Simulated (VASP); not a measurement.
# Zr3Cd2 (P4/mmm) in VASP: notebook, part 2 of 3

VASP 6.6.1. The steps go on from the part before.

### 3 Single point, PBEsol (uniaxial strain along c: +1.5 %, then relaxed in part)

File INCAR:

```
  PREC = Accurate
  ENCUT = 520
  EDIFF = 1E-6
  ISMEAR = 0
  SIGMA = 0.1
  LREAL = False
  LASPH = True
  NELM = 100
  ALGO = Fast
  ISIF = 2
  LWAVE = False
  LCHARG = False
  GGA = PS
  NBANDS = 38
```

File KPOINTS:

```
regular mesh
0
Gamma
  8 8 8
```

File POSCAR:

```
Zr3Cd2
1.0
    5.5006379565      0.0000000000      0.0000000000
    0.0000000000      5.5006379565      0.0000000000
    0.0000000000      0.0000000000      5.1671017412
Zr Cd
3 2
Direct
    0.0000000000      0.5000000000      0.0000000000
    0.5000000000      0.0000000000      0.0000000000
    0.0000000000      0.0000000000      0.0000000000
    0.5000000000      0.5000000000      0.5000000000
    0.5000000000      0.5000000000      0.0000000000
```

Potentials or basis: VASP PAW PBE potentials, release 64 (Zr_sv, Cd).

Started as:

```console
cat potpaw_PBE.64/Zr_sv/POTCAR potpaw_PBE.64/Cd/POTCAR > POTCAR
mpirun -np 1 vasp_std > vasp.out
```

OUTCAR:

```text
PREC = Accurate
   ENCUT = 520
   EDIFF = 1E-6
   ISMEAR = 0
   LREAL = False
   LASPH = True
   NELM = 100
   ISIF = 2
   GGA = PS

 ion  position               nearest neighbor table
   1  0.000  0.500  0.000-   3 2.75   5 2.75   3 2.75   5 2.75   4 3.77   4 3.77   4 3.77   4 3.77
                             2 3.89   2 3.89   2 3.89   2 3.89
   2  0.500  0.000  0.000-   3 2.75   5 2.75   5 2.75   3 2.75   4 3.77   4 3.77   4 3.77   4 3.77
                             1 3.89   1 3.89   1 3.89   1 3.89
   3  0.000  0.000  0.000-   1 2.75   2 2.75   1 2.75   2 2.75
   4  0.500  0.500  0.500-   5 2.58   5 2.58   1 3.77   1 3.77   2 3.77   2 3.77   2 3.77   2 3.77
                             1 3.77   1 3.77
   5  0.500  0.500  0.000-   4 2.58   4 2.58   1 2.75   2 2.75   2 2.75   1 2.75

  LATTYP: Found a simple tetragonal cell.
 ALAT       =     5.5006379565
 C/A-ratio  =     0.9393640851

  Lattice vectors:

 A1 = (   5.5006379565,   0.0000000000,   0.0000000000)
 A2 = (   0.0000000000,   5.5006379565,   0.0000000000)
 A3 = (   0.0000000000,   0.0000000000,   5.1671017412)

Analysis of symmetry for initial positions (statically):
=====================================================================
 Subroutine PRICEL returns:
 Original cell was already a primitive cell.

 Routine SETGRP: Setting up the symmetry group for a
 simple tetragonal supercell.

 Subroutine GETGRP returns: Found 16 space group operations
 (whereof 16 operations were pure point group operations)
 out of a pool of 16 trial point group operations.

The static configuration has the point symmetry D_4h.

Analysis of symmetry for dynamics (positions and initial velocities):
=====================================================================
 Subroutine PRICEL returns:
 Original cell was already a primitive cell.

 Routine SETGRP: Setting up the symmetry group for a
 simple tetragonal supercell.
[... 131 lines left out ...]
     AMIX_MAG =   1.60;   BMIX_MAG =  1.00
  volume/ion in A,a.u.               =      31.27       211.01
  Fermi-wavevector in a.u.,A,eV,Ry     =   1.189691  2.248190 19.257208  1.415365
  Thomas-Fermi vector in A             =   2.325793
   LORBIT       =      0    0 simple, 1 ext, 2 COOP (PROOUT), +10 PAW based schemes
   GGA     = PS    functional components
   LHFCALC =     F    Hartree Fock is set to
   AEXX    =    0.0000 exact exchange contribution
   IVDW    =     0    specifies the selected vdW correction
   LEPSILON=     F    determine dielectric tensor
   LRPA    =     F    only Hartree local field effects (RPA)
 non-spin polarized calculation
 RMM-DIIS sequential band-by-band and
 Gauss-broadening in eV      SIGMA  =   0.10
  energy-cutoff  :      520.00
  volume of cell :      156.34
 maximum number of plane-waves:      4256
 NGX is ok and might be reduce to    42
   NGX = 21   NGY = 21   NGZ = 19

 number of electron      60.0000022 magnetization

 Free energy of the ion-electron system (eV)
  ---------------------------------------------------
  ext. energy  EPLUGINS =         0.00000000
  ---------------------------------------------------
  free energy    TOTEN  =       -23.61857617 eV

  energy without entropy =      -23.58945946  energy(sigma->0) =      -23.60401781

 E-fermi :   3.6458     XC(G=0):  -9.3551

 val. band max:        3.6291912202   @ k =   0.3750   0.3750   0.0000
 cond. band min:       3.6566346124   @ k =   0.5000   0.3750   0.1250
 fundamental gap:      0.0274433923
 Fermi energy:         3.6458134471

 k-point     1 :       0.0000    0.0000    0.0000
  band No.  band energies     occupation
      1     -45.4616      2.00000
      2     -45.4073      2.00000
      3     -44.7768      2.00000
      4     -24.0558      2.00000
      5     -24.0558      2.00000
      6     -23.6239      2.00000
[... 973 lines left out ...]
     37       5.3678      0.00000
     38       5.4815      0.00000

 [... further k-points ...]

------------------------ aborting loop because EDIFF is reached ----------------------------------------

  FORCE on cell =-STRESS in cart. coord.  units (eV):
  Direction    XX          YY          ZZ          XY          YZ          ZX
  --------------------------------------------------------------------------------------
  -------------------------------------------------------------------------------------
  Total        0.1689770      0.1689770     -1.0090199      0.0000000     -0.0000000      0.0000000
  in kB        1.7316693      1.7316693    -10.3403958      0.0000000     -0.0000000      0.0000000
  external PRESSURE =      -2.2923524 kB  Pullay stress =       0.0000000 kB

 VOLUME and BASIS-vectors are now :
 -----------------------------------------------------------------------------
  energy-cutoff  :      520.00
  volume of cell :      156.34
      direct lattice vectors                 reciprocal lattice vectors
     5.500637957  0.000000000  0.000000000     0.181797095  0.000000000  0.000000000
     0.000000000  5.500637957  0.000000000     0.000000000  0.181797095  0.000000000
     0.000000000  0.000000000  5.167101741     0.000000000  0.000000000  0.193532090

 POSITION                                       TOTAL-FORCE (eV/Angst)
 -----------------------------------------------------------------------------------
      0.00000      2.75032      0.00000         0.000000      0.000000      0.000000
      2.75032      0.00000      0.00000         0.000000      0.000000      0.000000
      0.00000      0.00000      0.00000         0.000000      0.000000      0.000000
      2.75032      2.75032      2.58355         0.000000      0.000000      0.000000
      2.75032      2.75032      0.00000         0.000000      0.000000      0.000000
 -----------------------------------------------------------------------------------
    total drift:                                0.000000      0.000000     -0.000000

  FREE ENERGIE OF THE ION-ELECTRON SYSTEM (eV)
  ---------------------------------------------------
  free  energy   TOTEN  =       -23.6185761680 eV

  energy  without entropy=      -23.5894594615  energy(sigma->0) =      -23.60401781
```

OSZICAR:

```text
N       E                     dE             d eps       ncg     rms          rms(c)
DAV:   1     0.592905122608E+03    0.59291E+03   -0.30866E+04  5700   0.151E+03
DAV:   2     0.182555699009E+02   -0.57465E+03   -0.56123E+03  6286   0.435E+02
DAV:   3    -0.228920777942E+02   -0.41148E+02   -0.40082E+02  9102   0.967E+01
[... 14 lines left out ...]
RMM:  18    -0.236185709102E+02   -0.44579E-05   -0.43157E-05  7268   0.137E-02    0.123E-03
RMM:  19    -0.236185732168E+02   -0.23065E-05   -0.25361E-05  6779   0.105E-02    0.212E-03
RMM:  20    -0.236185746931E+02   -0.14763E-05   -0.15949E-05  5858   0.848E-03    0.225E-03
RMM:  21    -0.236185755895E+02   -0.89641E-06   -0.10207E-05  5484   0.716E-03    0.310E-03
RMM:  22    -0.236185761680E+02   -0.57847E-06   -0.67486E-06  4878   0.614E-03
   1 F= -.23618576E+02 E0= -.23604018E+02  d E =-.291167E-01
```

Wall time 5.3 min (1 thread of Intel Xeon 6975P-C (Granite Rapids), shared host); peak memory 0.51 GiB.

What came out:

* Free energy: -23.6186 eV
* Pressure: -0.2 GPa
* Band gap on the k mesh: zero (bands 30 and 31 overlap by 0.97 eV)

Stress tensor (GPa, compression positive):
```
 0.17  0.00  0.00
 0.00  0.17  0.00
 0.00  0.00 -1.03
```

Caveat: the cell differs from its parent crystal (uniaxial strain along c: +1.5 %, then relaxed in part); the PAW data sets were made with another functional, which shifts forces and pressure a little.

### 4 Single point, PBEsol (27.12 Å³/atom)

This run uses another cell than the first one, of 27.12 Å³/atom.

File INCAR:

```
SYSTEM = Zr3Cd2
ALGO = Fast
EDIFF = 1E-6
ENCUT = 520
GGA = PS
ISIF = 2
ISMEAR = 0
LASPH = .True.
LCHARG = .False.
LREAL = .False.
LWAVE = .False.
NBANDS = 38
NELM = 60
PREC = Accurate
SIGMA = 0.1
```

File KPOINTS:

```
k-points
0
Gamma
  8 8 8
  0 0 0
```

File POSCAR:

```
Zr3Cd2
1.0
    5.3005105122      0.0000000000      0.0000000000
    0.0000000000      4.8264520466      0.0000000000
    0.0000000000      0.0000000000      5.3005105122
Zr Cd
3 2
Direct
    0.0000000000      0.0000000000      0.5000000000
    0.5000000000      0.0000000000      0.0000000000
    0.0000000000      0.0000000000      0.0000000000
    0.5000000000      0.5000000000      0.5000000000
    0.5000000000      0.0000000000      0.5000000000
```

Started as:

```console
cat potpaw_PBE.64/Zr_sv/POTCAR potpaw_PBE.64/Cd/POTCAR > POTCAR
mpirun -np 1 vasp_std > vasp.out
```

Wall time 5.5 min (1 thread of AMD EPYC 9R45 (Zen 5), shared host); peak memory 0.42 GiB.

Results (log left out):

* Free energy: -23.1621 eV
* Pressure: 8.5 GPa
* Band gap on the k mesh: zero (bands 30 and 31 overlap by 1.35 eV)

Stress tensor (GPa, compression positive):
```
8.38 0.00 0.00
0.00 8.87 0.00
0.00 0.00 8.38
```

Levels at points of the mesh, in eV from the Fermi level:
| k point | band 27 | band 28 | band 29 | band 30 | band 31 | band 32 | band 33 | band 34 |
| --- | --- | --- | --- | --- | --- | --- | --- | --- |
| (0.00, 0.00, 0.00) | -1.42 | -1.07 | -1.07 | -0.25 | -0.21 | -0.21 | 0.68 | 1.61 |
| (0.50, 0.00, 0.00) | -1.47 | -0.96 | -0.61 | -0.20 | 0.34 | 0.71 | 1.27 | 1.40 |
| (0.00, 0.50, 0.00) | -1.85 | -1.67 | -1.67 | 0.74 | 0.87 | 0.87 | 1.49 | 1.49 |
| (0.50, 0.50, 0.00) | -1.31 | -1.19 | -1.09 | 0.18 | 0.46 | 1.00 | 1.15 | 1.40 |
| (0.50, 0.00, 0.50) | -0.55 | -0.31 | -0.31 | 0.09 | 0.87 | 0.87 | 0.90 | 0.99 |
| (0.50, 0.50, 0.50) | -0.84 | -0.61 | -0.61 | 0.91 | 0.91 | 0.95 | 1.24 | 1.60 |

Caveat: the cell stands under pressure; the PAW data sets were made with another functional, which shifts forces and pressure a little.

### 5 Single point, PBEsol (28.04 Å³/atom)

This run uses another cell than the first one, of 28.04 Å³/atom.

File INCAR:

```
SYSTEM = Zr3Cd2
ALGO = Fast
EDIFF = 1E-7
ENCUT = 520
GGA = PS
ISIF = 2
ISMEAR = 0
LASPH = .TRUE.
LCHARG = .FALSE.
LREAL = .FALSE.
LWAVE = .FALSE.
NBANDS = 38
NELM = 100
PREC = Accurate
SIGMA = 0.1
```

File KPOINTS:

```
k-points
0
G
  8 8 8
  0 0 0
```

Edit POSCAR of step 4 so:

```diff
@@ -2,5 +2,5 @@
 1.0
-    5.3005105122      0.0000000000      0.0000000000
-    0.0000000000      4.8264520466      0.0000000000
-    0.0000000000      0.0000000000      5.3005105122
+    5.3544258378      0.0000000000      0.0000000000
+    0.0000000000      4.8909846599      0.0000000000
+    0.0000000000      0.0000000000      5.3544258378
 Zr Cd
```

Potentials or basis: VASP PAW PBE potentials, release 64 (Zr_sv, Cd).

Started as:

```console
cat potpaw_PBE.64/Zr_sv/POTCAR potpaw_PBE.64/Cd/POTCAR > POTCAR
mpirun -np 1 vasp_std > vasp.out
```

OUTCAR:

```text
SYSTEM = Zr3Cd2
   EDIFF = 1E-7
   ENCUT = 520
   GGA = PS
   ISIF = 2
   ISMEAR = 0
   LASPH = .TRUE.
   LREAL = .FALSE.
   NELM = 100
   PREC = Accurate

 ion  position               nearest neighbor table
   1  0.000  0.000  0.500-   3 2.68   5 2.68   3 2.68   5 2.68   4 3.63   4 3.63   4 3.63   4 3.63
                             2 3.79   2 3.79   2 3.79   2 3.79
   2  0.500  0.000  0.000-   3 2.68   5 2.68   5 2.68   3 2.68   4 3.63   4 3.63   4 3.63   4 3.63
                             1 3.79   1 3.79   1 3.79   1 3.79
   3  0.000  0.000  0.000-   1 2.68   2 2.68   1 2.68   2 2.68   5 3.79   5 3.79   5 3.79   5 3.79

   4  0.500  0.500  0.500-   5 2.45   5 2.45   1 3.63   2 3.63   1 3.63   2 3.63   2 3.63   2 3.63
                             1 3.63   1 3.63
   5  0.500  0.000  0.500-   4 2.45   4 2.45   1 2.68   2 2.68   2 2.68   1 2.68   3 3.79   3 3.79
                             3 3.79   3 3.79

  LATTYP: Found a simple tetragonal cell.
 ALAT       =     5.3544258378
 C/A-ratio  =     0.9134470825

  Lattice vectors:

 A1 = (  -5.3544258378,   0.0000000000,   0.0000000000)
 A2 = (   0.0000000000,   0.0000000000,   5.3544258378)
[... 186 lines left out ...]
 val. band max:        4.4450779376   @ k =   0.3750   0.5000   0.2500
 cond. band min:       4.4726207045   @ k =   0.2500   0.0000   0.0000
 fundamental gap:      0.0275427669
 Fermi energy:         4.4674183964

 k-point     1 :       0.0000    0.0000    0.0000
  band No.  band energies     occupation
      1     -44.5674      2.00000
      2     -44.4752      2.00000
      3     -43.8403      2.00000
      4     -23.4073      2.00000
      5     -23.4073      2.00000
      6     -22.6885      2.00000
[... 973 lines left out ...]
     37       6.7439      0.00000
     38       7.5184      0.00000

 [... further k-points ...]

------------------------ aborting loop because EDIFF is reached ----------------------------------------

  FORCE on cell =-STRESS in cart. coord.  units (eV):
  Direction    XX          YY          ZZ          XY          YZ          ZX
  --------------------------------------------------------------------------------------
  -------------------------------------------------------------------------------------
  Total        5.0773926      5.4251685      5.0773926      0.0000000      0.0000000      0.0000000
  in kB       58.0135198     61.9871542     58.0135198      0.0000000      0.0000000      0.0000000
  external PRESSURE =      59.3380646 kB  Pullay stress =       0.0000000 kB

 VOLUME and BASIS-vectors are now :
 -----------------------------------------------------------------------------
  energy-cutoff  :      520.00
  volume of cell :      140.22
      direct lattice vectors                 reciprocal lattice vectors
     5.354425838  0.000000000  0.000000000     0.186761388  0.000000000  0.000000000
     0.000000000  4.890984660  0.000000000     0.000000000  0.204457807  0.000000000
     0.000000000  0.000000000  5.354425838     0.000000000  0.000000000  0.186761388

 POSITION                                       TOTAL-FORCE (eV/Angst)
 -----------------------------------------------------------------------------------
      0.00000      0.00000      2.67721         0.000000      0.000000      0.000000
      2.67721      0.00000      0.00000         0.000000      0.000000      0.000000
      0.00000      0.00000      0.00000         0.000000      0.000000      0.000000
      2.67721      2.44549      2.67721         0.000000      0.000000      0.000000
      2.67721      0.00000      2.67721         0.000000      0.000000      0.000000
 -----------------------------------------------------------------------------------
    total drift:                                0.000000      0.000000     -0.000000

  FREE ENERGIE OF THE ION-ELECTRON SYSTEM (eV)
  ---------------------------------------------------
  free  energy   TOTEN  =       -23.3715726991 eV

  energy  without entropy=      -23.3448959680  energy(sigma->0) =      -23.35823433
```

OSZICAR:

```text
N       E                     dE             d eps       ncg     rms          rms(c)
DAV:   1     0.602779351710E+03    0.60278E+03   -0.31390E+04  5700   0.154E+03
DAV:   2     0.179263365083E+02   -0.58485E+03   -0.57108E+03  6272   0.445E+02
DAV:   3    -0.228183417604E+02   -0.40745E+02   -0.39540E+02  9194   0.987E+01
[... 44 lines left out ...]
RMM:  48    -0.233715724602E+02   -0.80920E-07   -0.11499E-06  3403   0.183E-03    0.103E-02
RMM:  49    -0.233715725406E+02   -0.80401E-07   -0.11176E-06  3306   0.180E-03    0.103E-02
RMM:  50    -0.233715726127E+02   -0.72132E-07   -0.10109E-06  4064   0.188E-03    0.101E-02
RMM:  51    -0.233715726299E+02   -0.17180E-07   -0.11695E-06  5224   0.247E-03    0.945E-03
RMM:  52    -0.233715726991E+02   -0.69239E-07   -0.92011E-07  3685   0.189E-03
   1 F= -.23371573E+02 E0= -.23358234E+02  d E =-.266767E-01
```

stdout:

```text
POSCAR found type information on POSCAR ZrCd
[... 43 lines left out ...]
 num prob  num prob  num prob  num prob  num prob  num prob  num prob  num prob  num prob  num prob  num prob  num prob  num prob  num prob  num prob  num prob  num prob  num prob  num prob  num prob  num prob  num prob  num prob  num prob  num prob  num prob  num prob  num prob  num prob  num prob  num prob  num prob  num prob  num prob  num prob  num prob  num prob  num prob  num prob  num prob  num prob  num prob  num prob  num prob  num prob  num prob  num prob  num prob  num prob  num prob  num prob  num prob  num prob  num prob  num prob  num prob  num prob  num prob  num prob  num prob  num prob  num prob  num prob  num prob  num prob  num prob  num prob  num prob  num prob  num prob  num prob  num prob
```

Run time: 12 min. Hardware: 1 thread of AMD EPYC 9R45 (Zen 5), shared host; peak memory 0.43 GiB.

What came out:

- Free energy: -23.3716 eV
- Pressure: 5.9 GPa
- Band gap on the k mesh: zero (bands 30 and 31 overlap by 1.20 eV)

Stress tensor (GPa, compression positive):
```
5.80 0.00 0.00
0.00 6.20 0.00
0.00 0.00 5.80
```

Caveat: the cell stands under pressure; the PAW data sets were made with another functional, which shifts forces and pressure a little.

(Part 2 of 3 ends here.)

The gap in the log of VASP goes by the Fermi energy; the results here count the filled bands.